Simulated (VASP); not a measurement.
# Hf2SnS2 (I4/mmm) in VASP: single point with PBE

Aim: the single point of Hf2SnS2 with PBE.

All numbers are computed with VASP 6.6.1; they aren't measurements. Logs are shortened: lines on timing, memory, paths and dates and some standing lists are left out, and cuts for length are marked.

## (1) The cell of the first run

Symmetry: I4/mmm, No. 139, tetragonal system. Conventional cell: a = 4.671 Å, b = 4.671 Å, c = 9.722 Å, α = 90.00°, β = 90.00°, γ = 90.00°. Hf (site symmetry -4m2) has 4 S at 2.53 Å and 4 Hf at 3.30 Å and 4 Sn at 3.37 Å within 3.4 Å. Sn (site symmetry 4/mmm) has 8 Hf at 3.37 Å and 10 S at 3.39 to 3.61 Å within 4.4 Å. S (site symmetry 4mm) has 4 Hf at 2.53 Å and 1 S at 2.94 Å and 1 Sn at 3.39 Å within 3.4 Å.

The cell was built from a structure type or drawn by symmetry, and may not be a known phase.

## (2) Single point, PBE

File INCAR:

```
PREC     = Accurate       # precision mode
ENCUT    = 520            # plane-wave cutoff, eV
EDIFF    = 1E-6           # SCF threshold, eV
ISMEAR   = 0              # smearing method
SIGMA    = 0.1            # smearing width, eV
LREAL    = False          # projectors in reciprocal space
LASPH    = True           # aspherical terms in the spheres
NELM     = 100            # most SCF steps
ALGO     = Fast           # electronic algorithm
ISIF     = 2              # what is computed and relaxed
LWAVE    = False          # write WAVECAR
LCHARG   = True           # write CHGCAR
GGA      = PE             # functional
LELF     = True           # ELF
LVHAR    = True         
NBANDS   = 31             # bands
```

File KPOINTS:

```
regular mesh
0
Gamma
  6 6 6
```

File POSCAR:

```
Hf2SnS2
1.0
   -2.3354271480      2.3354271480      4.8608754588
    2.3354271480     -2.3354271480      4.8608754588
    2.3354271480      2.3354271480     -4.8608754588
Hf Sn S
2 1 2
Direct
    0.7500000000      0.2500000000      0.5000000000
    0.2500000000      0.7500000000      0.5000000000
    0.0000000000      0.0000000000      0.0000000000
    0.3488900764      0.3488900764      0.0000000000
    0.6511099236      0.6511099236      0.0000000000
```

Potentials or basis: VASP PAW PBE potentials, release 64 (Hf_pv, Sn_d, S).

On the command line:

```
$ cat potpaw_PBE.64/Hf_pv/POTCAR potpaw_PBE.64/Sn_d/POTCAR potpaw_PBE.64/S/POTCAR > POTCAR
$ mpirun -np 1 vasp_std > vasp.out
```

OUTCAR:

```text
PREC = Accurate
   ENCUT = 520
   EDIFF = 1E-6
   ISMEAR = 0
   LREAL = False
   LASPH = True
   NELM = 100
   ISIF = 2
   GGA = PE

 ion  position               nearest neighbor table
   1  0.750  0.250  0.500-   4 2.53   5 2.53   4 2.53   5 2.53   2 3.30   2 3.30   2 3.30   2 3.30
                             3 3.37   3 3.37   3 3.37   3 3.37
   2  0.250  0.750  0.500-   4 2.53   5 2.53   4 2.53   5 2.53   1 3.30   1 3.30   1 3.30   1 3.30
                             3 3.37   3 3.37   3 3.37   3 3.37
   3  0.000  0.000  0.000-   1 3.37   2 3.37   1 3.37   2 3.37   1 3.37   2 3.37   1 3.37   2 3.37

   4  0.349  0.349  0.000-   1 2.53   2 2.53   2 2.53   1 2.53
   5  0.651  0.651  0.000-   2 2.53   1 2.53   1 2.53   2 2.53

  LATTYP: Found a body centered tetragonal cell.
 ALAT       =     4.6708542960
 C/A-ratio  =     2.0813646287

  Lattice vectors:

 A1 = (  -2.3354271480,   2.3354271480,   4.8608754588)
 A2 = (   2.3354271480,  -2.3354271480,   4.8608754588)
 A3 = (   2.3354271480,   2.3354271480,  -4.8608754588)

Analysis of symmetry for initial positions (statically):
=====================================================================
 Subroutine PRICEL returns:
 Original cell was already a primitive cell.

 Routine SETGRP: Setting up the symmetry group for a
 body centered tetragonal supercell.

 Subroutine GETGRP returns: Found 16 space group operations
 (whereof 16 operations were pure point group operations)
 out of a pool of 16 trial point group operations.

The static configuration has the point symmetry D_4h.

Analysis of symmetry for dynamics (positions and initial velocities):
=====================================================================
 Subroutine PRICEL returns:
 Original cell was already a primitive cell.

 Routine SETGRP: Setting up the symmetry group for a
 body centered tetragonal supercell.

 Subroutine GETGRP returns: Found 16 space group operations
 (whereof 16 operations were pure point group operations)
 out of a pool of 16 trial point group operations.

The dynamic configuration has the point symmetry D_4h.

 Subroutine INISYM returns: Found 16 space group operations
 (whereof 16 operations are pure point group operations),
 and found     1 'primitive' translations

----------------------------------------------------------------------------------------

                                     Primitive cell

  volume of cell :     106.0491

  direct lattice vectors                    reciprocal lattice vectors
    -2.335427148  2.335427148  4.860875459     0.000000000  0.214093598  0.102862129
     2.335427148 -2.335427148  4.860875459     0.214093598  0.000000000  0.102862129
     2.335427148  2.335427148 -4.860875459     0.214093598  0.214093598  0.000000000

  length of vectors
     5.876780594  5.876780594  5.876780594     0.237521970  0.237521970  0.302774069

  position of ions in fractional coordinates (direct lattice)
     0.750000000  0.250000000  0.500000000
     0.250000000  0.750000000  0.500000000
     0.000000000  0.000000000  0.000000000
     0.348890076  0.348890076  0.000000000
     0.651109924  0.651109924  0.000000000

  ion indices of the primitive-cell ions
   primitive index   ion index
                 1           1
                 2           2
                 3           3
                 4           4
                 5           5

----------------------------------------------------------------------------------------

 KPOINTS: regular mesh

Automatic generation of k-mesh.
 Grid dimensions read from file:
 generate k-points for:    6    6    6

 Generating k-lattice:

  Cartesian coordinates                     Fractional coordinates (reciprocal lattice)
     0.000000000  0.035682266  0.017143688     0.166666667 -0.000000000  0.000000000
     0.035682266  0.000000000  0.017143688    -0.000000000  0.166666667  0.000000000
     0.035682266  0.035682266  0.000000000     0.000000000  0.000000000  0.166666667

  Length of vectors
     0.039586995  0.039586995  0.050462345

  Shift w.r.t. Gamma in fractional coordinates (k-lattice)
     0.000000000  0.000000000  0.000000000

 Subroutine IBZKPT returns following result:
 ===========================================

 Found     30 irreducible k-points:

 Following reciprocal coordinates:
            Coordinates               Weight
  0.000000  0.000000  0.000000      1.000000
  0.166667  0.000000  0.000000      8.000000
  0.333333 -0.000000  0.000000      8.000000
  0.500000  0.000000 -0.000000      4.000000
  0.166667  0.166667  0.000000      8.000000
  0.333333  0.166667  0.000000     16.000000
[... 16 lines left out ...]
 -0.333333 -0.333333  0.166667      8.000000
 -0.166667 -0.333333  0.166667      8.000000
 [... further k-points ...]
   k-points           NKPTS =     30   k-points in BZ     NKDIM =     30   number of bands    NBANDS=     31
   number of dos      NEDOS =    301   number of ions     NIONS =      5
   total plane-waves  NPLWV = 110592
   dimension x,y,z NGX =    48 NGY =   48 NGZ =   48
   dimension x,y,z NGXF=    96 NGYF=   96 NGZF=   96
   ions per type =               2   1   2
   NGX,Y,Z   is equivalent  to a cutoff of  13.58, 13.58, 13.58 a.u.
   NGXF,Y,Z  is equivalent  to a cutoff of  27.16, 27.16, 27.16 a.u.
 SYSTEM =  unknown system
   PREC   = accura    normal or accurate (medium, high low for compatibility)
   ISTART =      0    job   : 0-new  1-cont  2-samecut
   ICHARG =      2    charge: 1-file 2-atom 10-const
   ISPIN  =      1    spin polarized calculation?
   LNONCOLLINEAR =      F non collinear calculations
   LSORBIT =      F    spin-orbit coupling
   LASPH  =      T    aspherical Exc in radial PAW
   ENCUT  =  520.0 eV  38.22 Ry    6.18 a.u.  10.93 10.93 10.93*2*pi/ulx,y,z
   NELM   =    100;   NELMIN=  2; NELMDL= -5     # of ELM steps
   EDIFF  = 0.1E-05   stopping-criterion for ELM
   LREAL  =      F    real-space projection
   EDIFFG = 0.1E-04   stopping-criterion for IOM
   NSW    =      0    number of steps for IOM
   IBRION =     -1    ionic relax: 0-MD 1-quasi-New 2-CG
   NFREE  =      0    steps in history (QN), initial steepest desc. (CG)
   ISIF   =      2    stress and relaxation
   ISYM   =      2    0-nonsym 1-usesym 2-fastsym
   POTIM  = 0.5000    time-step for ionic-motion
   TEBEG  =    0.0;   TEEND  =   0.0 temperature during run
   PSTRESS=    0.0 pullay stress
   NELECT =      46.0000    total number of electrons
   NUPDOWN=      -1.0000    fix difference up-down
   EMIN   =  10.00;   EMAX   =-10.00  energy-range for DOS
   EFERMI =   0.00;   METHOD = LEGACY
   ISMEAR =     0;   SIGMA  =   0.10  broadening in eV -4-tet -1-fermi 0-gaus
   EFERMI_NEDOS =   21; number of points for ismear=-14 and -15
   IALGO  =     68    algorithm
   IMIX   =      4    mixing-type and parameters
     AMIX     =   0.40;   BMIX     =  1.00
     AMIX_MAG =   1.60;   BMIX_MAG =  1.00
  volume/ion in A,a.u.               =      21.21       143.13
  Fermi-wavevector in a.u.,A,eV,Ry     =   1.239248  2.341840 20.894968  1.535737
  Thomas-Fermi vector in A             =   2.373740
   LORBIT       =      0    0 simple, 1 ext, 2 COOP (PROOUT), +10 PAW based schemes
   GGA     = PE    functional components
   LHFCALC =     F    Hartree Fock is set to
   AEXX    =    0.0000 exact exchange contribution
   IVDW    =     0    specifies the selected vdW correction
   LEPSILON=     F    determine dielectric tensor
   LRPA    =     F    only Hartree local field effects (RPA)
 non-spin polarized calculation
 RMM-DIIS sequential band-by-band and
 Gauss-broadening in eV      SIGMA  =   0.10
  energy-cutoff  :      520.00
  volume of cell :      106.05
 maximum number of plane-waves:      2898
 NGX is ok and might be reduce to    48
   NGX = 21   NGY = 21   NGZ = 21

 number of electron      45.9999998 magnetization

 Free energy of the ion-electron system (eV)
  ---------------------------------------------------
  ext. energy  EPLUGINS =         0.00000000
  ---------------------------------------------------
  free energy    TOTEN  =       -36.12042251 eV

  energy without entropy =      -36.11357185  energy(sigma->0) =      -36.11699718

 E-fermi :   6.6055     XC(G=0): -10.7046

 val. band max:        6.5816118283   @ k =  -0.3333   0.3333   0.0000
 cond. band min:       6.6245673854   @ k =  -0.3333  -0.3333   0.3333
 fundamental gap:      0.0429555570
 Fermi energy:         6.6054642204

 k-point     1 :       0.0000    0.0000    0.0000
  band No.  band energies     occupation
      1     -24.9619      2.00000
      2     -24.9619      2.00000
      3     -24.9151      2.00000
      4     -24.8435      2.00000
      5     -24.6865      2.00000
      6     -24.6865      2.00000
[... 23 lines left out ...]
     30      10.1277      0.00000
     31      11.2626      0.00000

 k-point     2 :       0.1667    0.0000    0.0000
  band No.  band energies     occupation
      1     -24.9491      2.00000
      2     -24.9438      2.00000
      3     -24.9091      2.00000
      4     -24.8480      2.00000
      5     -24.7101      2.00000
      6     -24.7053      2.00000
[... 23 lines left out ...]
     30      10.3944      0.00000
     31      11.3415      0.00000

 k-point     3 :       0.3333   -0.0000    0.0000
  band No.  band energies     occupation
      1     -24.9127      2.00000
      2     -24.8941      2.00000
      3     -24.8914      2.00000
      4     -24.8608      2.00000
      5     -24.7704      2.00000
      6     -24.7564      2.00000
[... 23 lines left out ...]
     30      10.7561      0.00000
     31      10.9169      0.00000

 k-point     4 :       0.5000    0.0000   -0.0000
  band No.  band energies     occupation
      1     -24.8803      2.00000
      2     -24.8801      2.00000
      3     -24.8423      2.00000
      4     -24.8420      2.00000
      5     -24.8257      2.00000
      6     -24.8255      2.00000
[... 635 lines left out ...]
     30      10.2568      0.00000
     31      10.8944      0.00000

 k-point    23 :      -0.3333   -0.3333    0.1667
  band No.  band energies     occupation
      1     -24.9798      2.00000
      2     -24.9071      2.00000
      3     -24.8858      2.00000
      4     -24.8502      2.00000
      5     -24.7745      2.00000
      6     -24.6774      2.00000
[... 23 lines left out ...]
     30      10.3962      0.00000
     31      11.4307      0.00000

 k-point    24 :      -0.1667   -0.3333    0.1667
  band No.  band energies     occupation
      1     -24.9492      2.00000
      2     -24.9438      2.00000
      3     -24.9108      2.00000
      4     -24.8469      2.00000
      5     -24.7101      2.00000
      6     -24.7053      2.00000
[... 23 lines left out ...]
     30      10.7062      0.00000
     31      10.8088      0.00000

 [... further k-points ...]
[... 5 lines left out ...]
  --------------------------------------------------------------------------------------
  -------------------------------------------------------------------------------------
  Total       -0.3233568     -0.3233568     -0.2444300      0.0000000      0.0000000      0.0000000
  in kB       -4.8852354     -4.8852354     -3.6928189      0.0000000      0.0000000      0.0000000
  external PRESSURE =      -4.4877632 kB  Pullay stress =       0.0000000 kB

 VOLUME and BASIS-vectors are now :
 -----------------------------------------------------------------------------
  energy-cutoff  :      520.00
  volume of cell :      106.05
      direct lattice vectors                 reciprocal lattice vectors
    -2.335427148  2.335427148  4.860875459     0.000000000  0.214093598  0.102862129
     2.335427148 -2.335427148  4.860875459     0.214093598  0.000000000  0.102862129
     2.335427148  2.335427148 -4.860875459     0.214093598  0.214093598  0.000000000

 POSITION                                       TOTAL-FORCE (eV/Angst)
 -----------------------------------------------------------------------------------
      0.00000      2.33543      2.43044        -0.000000     -0.000000     -0.000000
      2.33543      0.00000      2.43044        -0.000000     -0.000000     -0.000000
      0.00000      0.00000      0.00000        -0.000000     -0.000000     -0.000000
      0.00000      0.00000      3.39182         0.000000      0.000000     -0.062942
      0.00000      0.00000      6.32993         0.000000      0.000000      0.062942
 -----------------------------------------------------------------------------------
    total drift:                                0.000000     -0.000000     -0.000000

  FREE ENERGIE OF THE ION-ELECTRON SYSTEM (eV)
  ---------------------------------------------------
  free  energy   TOTEN  =       -36.1204225064 eV

  energy  without entropy=      -36.1135718477  energy(sigma->0) =      -36.11699718
```

Run time: 1.8 min. Hardware: 1 thread of Intel Xeon 6975P-C (Granite Rapids), shared host; peak memory 0.37 GiB.

What came out:

| Quantity | Value |
| --- | --- |
| Free energy | -36.1204 eV |
| Pressure | -0.4 GPa |
| Largest force | 0.063 eV/Å |
| Band gap on the k mesh | zero (bands 23 and 24 overlap by 1.38 eV) |

Forces in eV/Å, atoms in the order of the input:
```
Hf   0.000  0.000  0.000
Hf   0.000  0.000  0.000
Sn   0.000  0.000  0.000
S    0.000  0.000 -0.063
S    0.000  0.000  0.063
```

Stress tensor (GPa, compression positive):
```
-0.49  0.00  0.00
 0.00 -0.49  0.00
 0.00  0.00 -0.37
```

Caveat: spin-orbit coupling is left out, which moves the levels of the heavy elements.
